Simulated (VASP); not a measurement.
# Al (Fmmm) in VASP: single point with PBE

Aim: the single point of Al with PBE.

Program: VASP 6.6.1. These are calculated values, not measurements. Logs are shortened: lines on timing, memory, paths and dates and some standing lists are left out, and cuts for length are marked.

## 1. The cell of the first run

It takes space group Fmmm (No. 69, orthorhombic). The conventional cell has a = 3.923 Å, b = 4.063 Å, c = 4.222 Å, α = 90.00°, β = 90.00°, γ = 90.00°. Within 3.7 Å of Al (site symmetry mmm) lie 12 Al at 2.82 to 2.93 Å.

## 2. Single point, PBE

The input, INCAR:

```
PREC     = Accurate       # precision mode
ENCUT    = 520            # plane-wave cutoff, eV
EDIFF    = 1E-6           # SCF threshold, eV
ISMEAR   = 0              # smearing method
SIGMA    = 0.1            # smearing width, eV
LREAL    = F              # projectors in reciprocal space
LASPH    = T              # aspherical terms in the spheres
NELM     = 80             # most SCF steps
ALGO     = Fast           # electronic algorithm
ISIF     = 2              # what is computed and relaxed
LWAVE    = F              # write WAVECAR
LCHARG   = F              # write CHGCAR
GGA      = PE             # functional
ISYM     = 0            
NBANDS   = 16             # bands
```

The input, KPOINTS:

```
regular mesh
0
Gamma
  9 4 17
```

The input, POSCAR:

```
Al
1.0
    4.0626003656      0.0000000000      0.0000000000
   -2.0313001828     10.5549453661      0.0000000000
   -2.0313001828      0.0000000000      1.9613906599
Al
5
Direct
    0.4000000000      0.8000000000      0.0000000000
    0.2000000000      0.4000000000      0.0000000000
    0.8000000000      0.6000000000      0.0000000000
    0.0000000000      0.0000000000      0.0000000000
    0.6000000000      0.2000000000      0.0000000000
```

Potentials or basis: VASP PAW PBE potentials, release 64 (Al).

Command:

```
$ cat potpaw_PBE.64/Al/POTCAR > POTCAR
$ mpirun -np 1 vasp_std > vasp.out
```

OUTCAR:

```text
PREC = Accurate
   ENCUT = 520
   EDIFF = 1E-6
   ISMEAR = 0
   LREAL = F
   LASPH = T
   NELM = 80
   ISIF = 2
   GGA = PE
   ISYM = 0

 ion  position               nearest neighbor table
   1  0.400  0.800  0.000-   3 2.88   3 2.88   4 2.88   4 2.88   3 2.93   3 2.93   4 2.93   4 2.93

   2  0.200  0.400  0.000-   5 2.88   5 2.88   3 2.88   3 2.88   5 2.93   5 2.93   3 2.93   3 2.93

   3  0.800  0.600  0.000-   1 2.88   1 2.88   2 2.88   2 2.88   1 2.93   1 2.93   2 2.93   2 2.93

   4  0.000  0.000  0.000-   5 2.88   1 2.88   5 2.88   1 2.88   5 2.93   5 2.93   1 2.93   1 2.93

   5  0.600  0.200  0.000-   2 2.88   2 2.88   4 2.88   4 2.88   2 2.93   2 2.93   4 2.93   4 2.93

IMPORTANT INFORMATION: All symmetrisations will be switched off!
NOSYMM: (Re-)initialisation of all symmetry stuff for point group C_1.

----------------------------------------------------------------------------------------

                                     Primitive cell

  volume of cell :      84.1055

  direct lattice vectors                    reciprocal lattice vectors
     4.062600366  0.000000000  0.000000000     0.246147765  0.047371159  0.254921169
    -2.031300183 10.554945366  0.000000000     0.000000000  0.094742319  0.000000000
    -2.031300183  0.000000000  1.961390660     0.000000000  0.000000000  0.509842338

  length of vectors
     4.062600366 10.748630244  2.823691512     0.357515806  0.094742319  0.509842338

  position of ions in fractional coordinates (direct lattice)
     0.400000000  0.800000000  0.000000000
     0.200000000  0.400000000  0.000000000
     0.800000000  0.600000000  0.000000000
     0.000000000  0.000000000  0.000000000
     0.600000000  0.200000000  0.000000000

  ion indices of the primitive-cell ions
   primitive index   ion index
                 1           1
                 2           2
                 3           3
                 4           4
                 5           5

----------------------------------------------------------------------------------------

 KPOINTS: regular mesh

Automatic generation of k-mesh.
 Grid dimensions read from file:
 generate k-points for:    9    4   17

 Generating k-lattice:

  Cartesian coordinates                     Fractional coordinates (reciprocal lattice)
     0.027349752  0.005263462  0.028324574     0.111111111 -0.000000000  0.000000000
     0.000000000  0.023685580  0.000000000     0.000000000  0.250000000  0.000000000
     0.000000000  0.000000000  0.029990726     0.000000000  0.000000000  0.058823529

  Length of vectors
     0.039723978  0.023685580  0.029990726

  Shift w.r.t. Gamma in fractional coordinates (k-lattice)
     0.000000000  0.000000000  0.000000000

 -----------------------------------------------------------------------------
|                                                                             |
|           W    W    AA    RRRRR   N    N  II  N    N   GGGG   !!!           |
|           W    W   A  A   R    R  NN   N  II  NN   N  G    G  !!!           |
|           W    W  A    A  R    R  N N  N  II  N N  N  G       !!!           |
|           W WW W  AAAAAA  RRRRR   N  N N  II  N  N N  G  GGG   !            |
|           WW  WW  A    A  R   R   N   NN  II  N   NN  G    G                |
|           W    W  A    A  R    R  N    N  II  N    N   GGGG   !!!           |
|                                                                             |
|     Your reciprocal lattice and k-lattice belong to different lattice       |
|     classes:                                                                |
|                                                                             |
|        The reciprocal lattice is body-centered orthorhombic,                |
|        whereas your k-lattice is triclinic.                                 |
|                                                                             |
|     Results are often still useful ...                                      |
|                                                                             |
 -----------------------------------------------------------------------------

 WARNING: IBZKPT: internal override: KBLOWUP is changed to .FALSE.
      ... skipping the blow-up phase ...

 Subroutine IBZKPT returns following result:
 ===========================================

 Found    307 irreducible k-points:

 Following reciprocal coordinates:
            Coordinates               Weight
  0.000000  0.000000  0.000000      1.000000
  0.111111  0.000000  0.000000      2.000000
  0.222222  0.000000  0.000000      2.000000
  0.333333  0.000000  0.000000      2.000000
  0.444444  0.000000  0.000000      2.000000
  0.000000  0.250000  0.000000      2.000000
[... 16 lines left out ...]
  0.333333  0.000000  0.058824      2.000000
  0.444444  0.000000  0.058824      2.000000
 [... further k-points ...]
   k-points           NKPTS =    307   k-points in BZ     NKDIM =    307   number of bands    NBANDS=     16
   number of dos      NEDOS =    301   number of ions     NIONS =      5
   total plane-waves  NPLWV =  57600
   dimension x,y,z NGX =    30 NGY =   80 NGZ =   24
   dimension x,y,z NGXF=    60 NGYF=  160 NGZF=   48
   ions per type =               5
   NGX,Y,Z   is equivalent  to a cutoff of  12.28, 12.37, 14.13 a.u.
   NGXF,Y,Z  is equivalent  to a cutoff of  24.55, 24.75, 28.26 a.u.
 SYSTEM =  unknown system
   PREC   = accura    normal or accurate (medium, high low for compatibility)
   ISTART =      0    job   : 0-new  1-cont  2-samecut
   ICHARG =      2    charge: 1-file 2-atom 10-const
   ISPIN  =      1    spin polarized calculation?
   LNONCOLLINEAR =      F non collinear calculations
   LSORBIT =      F    spin-orbit coupling
   LASPH  =      T    aspherical Exc in radial PAW
   ENCUT  =  520.0 eV  38.22 Ry    6.18 a.u.   7.55 19.99  5.25*2*pi/ulx,y,z
   NELM   =     80;   NELMIN=  2; NELMDL= -5     # of ELM steps
   EDIFF  = 0.1E-05   stopping-criterion for ELM
   LREAL  =      F    real-space projection
   EDIFFG = 0.1E-04   stopping-criterion for IOM
   NSW    =      0    number of steps for IOM
   IBRION =     -1    ionic relax: 0-MD 1-quasi-New 2-CG
   NFREE  =      0    steps in history (QN), initial steepest desc. (CG)
   ISIF   =      2    stress and relaxation
   ISYM   =      0    0-nonsym 1-usesym 2-fastsym
   POTIM  = 0.5000    time-step for ionic-motion
   TEBEG  =    0.0;   TEEND  =   0.0 temperature during run
   PSTRESS=    0.0 pullay stress
   NELECT =      15.0000    total number of electrons
   NUPDOWN=      -1.0000    fix difference up-down
   EMIN   =  10.00;   EMAX   =-10.00  energy-range for DOS
   EFERMI =   0.00;   METHOD = LEGACY
   ISMEAR =     0;   SIGMA  =   0.10  broadening in eV -4-tet -1-fermi 0-gaus
   EFERMI_NEDOS =   21; number of points for ismear=-14 and -15
   IALGO  =     68    algorithm
   IMIX   =      4    mixing-type and parameters
     AMIX     =   0.40;   BMIX     =  1.00
     AMIX_MAG =   1.60;   BMIX_MAG =  1.00
  volume/ion in A,a.u.               =      16.82       113.51
  Fermi-wavevector in a.u.,A,eV,Ry     =   0.921504  1.741390 11.553652  0.849169
  Thomas-Fermi vector in A             =   2.046928
   LORBIT       =      0    0 simple, 1 ext, 2 COOP (PROOUT), +10 PAW based schemes
   GGA     = PE    functional components
   LHFCALC =     F    Hartree Fock is set to
   AEXX    =    0.0000 exact exchange contribution
   IVDW    =     0    specifies the selected vdW correction
   LEPSILON=     F    determine dielectric tensor
   LRPA    =     F    only Hartree local field effects (RPA)
 non-spin polarized calculation
 RMM-DIIS sequential band-by-band and
 Gauss-broadening in eV      SIGMA  =   0.10
  energy-cutoff  :      520.00
  volume of cell :       84.11
 maximum number of plane-waves:      2284
 NGX is ok and might be reduce to    30
   NGX = 15   NGY = 39   NGZ = 11

 number of electron      15.0000000 magnetization

 Free energy of the ion-electron system (eV)
  ---------------------------------------------------
  ext. energy  EPLUGINS =         0.00000000
  ---------------------------------------------------
  free energy    TOTEN  =       -18.67597896 eV

  energy without entropy =      -18.66407685  energy(sigma->0) =      -18.67002790

 E-fermi :   7.8060     XC(G=0): -10.1268

 val. band max:        7.8029856942   @ k =   0.0000   0.2500   0.3529
 cond. band min:       7.8180706985   @ k =   0.0000   0.5000   0.4706
 fundamental gap:      0.0150850043
 Fermi energy:         7.8060091913

 k-point     1 :       0.0000    0.0000    0.0000
  band No.  band energies     occupation
      1      -3.2010      2.00000
      2      -1.8776      2.00000
      3      -1.8776      2.00000
      4       2.0142      2.00000
      5       2.0142      2.00000
      6       8.4443      0.00000
[... 8 lines left out ...]
     15      16.3825      0.00000
     16      16.4228      0.00000

 k-point     2 :       0.1111    0.0000    0.0000
  band No.  band energies     occupation
      1      -2.9676      2.00000
      2      -1.7925      2.00000
      3      -1.5002      2.00000
      4       1.9565      2.00000
      5       2.5204      2.00000
      6       8.2479      0.00000
[... 8 lines left out ...]
     15      15.7919      0.00000
     16      16.5582      0.00000

 k-point     3 :       0.2222    0.0000    0.0000
  band No.  band energies     occupation
      1      -2.2696      2.00000
      2      -1.2458      2.00000
      3      -0.6640      2.00000
      4       2.3485      2.00000
      5       3.4692      2.00000
      6       7.7678      1.41065
[... 8 lines left out ...]
     15      15.9633      0.00000
     16      16.5020      0.00000

 k-point     4 :       0.3333    0.0000    0.0000
  band No.  band energies     occupation
      1      -1.1138      2.00000
      2      -0.2426      2.00000
      3       0.6235      2.00000
      4       3.1860      2.00000
      5       4.7883      2.00000
      6       5.0405      2.00000
[... 8 lines left out ...]
     15      16.1802      0.00000
     16      17.1301      0.00000

 k-point     5 :       0.4444    0.0000    0.0000
  band No.  band energies     occupation
      1       0.4889      2.00000
      2       1.2075      2.00000
      3       2.3494      2.00000
      4       2.5227      2.00000
      5       3.0876      2.00000
      6       4.4788      2.00000
[... 8 lines left out ...]
     15      17.0845      0.00000
     16      17.5858      0.00000

 k-point     6 :       0.0000    0.2500    0.0000
  band No.  band energies     occupation
      1      -3.1179      2.00000
      2      -2.4551      2.00000
      3      -1.1384      2.00000
      4       0.8127      2.00000
      5       3.3420      2.00000
      6       6.6802      2.00000
[... 8 lines left out ...]
     15      15.5080      0.00000
     16      15.6497      0.00000
[... 267 lines left out ...]
 k-point    21 :       0.1111    0.0000    0.0588
  band No.  band energies     occupation
      1      -2.5841      2.00000
      2      -1.4121      2.00000
      3      -1.1206      2.00000
      4       2.3270      2.00000
      5       2.8891      2.00000
      6       8.5768      0.00000
[... 8 lines left out ...]
     15      15.7667      0.00000
     16      16.1046      0.00000

 k-point    22 :       0.2222    0.0000    0.0588
  band No.  band energies     occupation
      1      -1.6390      2.00000
      2      -0.6196      2.00000
      3      -0.0402      2.00000
      4       2.9590      2.00000
      5       4.0729      2.00000
      6       6.2943      2.00000
[... 8 lines left out ...]
     15      14.5947      0.00000
     16      15.8730      0.00000

 k-point    23 :       0.3333    0.0000    0.0588
  band No.  band energies     occupation
      1      -0.2417      2.00000
      2       0.6244      2.00000
      3       1.4854      2.00000
      4       3.6615      2.00000
      5       3.9604      2.00000
      6       4.1711      2.00000
[... 8 lines left out ...]
     15      15.3038      0.00000
     16      16.7231      0.00000

 k-point    24 :       0.4444    0.0000    0.0588
  band No.  band energies     occupation
      1       1.4389      2.00000
      2       1.5944      2.00000
      3       2.0103      2.00000
      4       2.3073      2.00000
      5       3.3534      2.00000
      6       3.5272      2.00000
[... 8 lines left out ...]
     15      16.4009      0.00000
     16      16.8869      0.00000

 [... further k-points ...]
[... 5 lines left out ...]
  --------------------------------------------------------------------------------------
  -------------------------------------------------------------------------------------
  Total       -0.7860497     -1.5729264      0.4789070      0.0419287     -0.1374694     -0.0238743
  in kB      -14.9739513    -29.9636548      9.1229972      0.7987261     -2.6187410     -0.4547971
  external PRESSURE =     -11.9382030 kB  Pullay stress =       0.0000000 kB

 VOLUME and BASIS-vectors are now :
 -----------------------------------------------------------------------------
  energy-cutoff  :      520.00
  volume of cell :       84.11
      direct lattice vectors                 reciprocal lattice vectors
     4.062600366  0.000000000  0.000000000     0.246147765  0.047371159  0.254921169
    -2.031300183 10.554945366  0.000000000     0.000000000  0.094742319  0.000000000
    -2.031300183  0.000000000  1.961390660     0.000000000  0.000000000  0.509842338

 POSITION                                       TOTAL-FORCE (eV/Angst)
 -----------------------------------------------------------------------------------
      0.00000      8.44396      0.00000        -0.000000      0.000001     -0.000000
      0.00000      4.22198      0.00000         0.000000     -0.000000     -0.000000
      2.03130      6.33297      0.00000         0.000000      0.000000      0.000000
      0.00000      0.00000      0.00000        -0.000000     -0.000000      0.000000
      2.03130      2.11099      0.00000         0.000000     -0.000001     -0.000000
 -----------------------------------------------------------------------------------
    total drift:                                0.000000      0.000000      0.000000

  FREE ENERGIE OF THE ION-ELECTRON SYSTEM (eV)
  ---------------------------------------------------
  free  energy   TOTEN  =       -18.6759789575 eV

  energy  without entropy=      -18.6640768457  energy(sigma->0) =      -18.67002790
```

It took 5.7 min on 1 thread of Intel Xeon Platinum 8375C at 2.90GHz (Ice Lake), shared host; peak memory 0.43 GiB.

What came out:

* Free energy: -18.6760 eV
* Pressure: -1.2 GPa
* Band gap on the k mesh: zero (an odd number of electrons rules out a gap without spin polarisation)

Stress tensor (GPa, compression positive):
```
-1.50  0.08 -0.05
 0.08 -3.00 -0.26
-0.05 -0.26  0.91
```
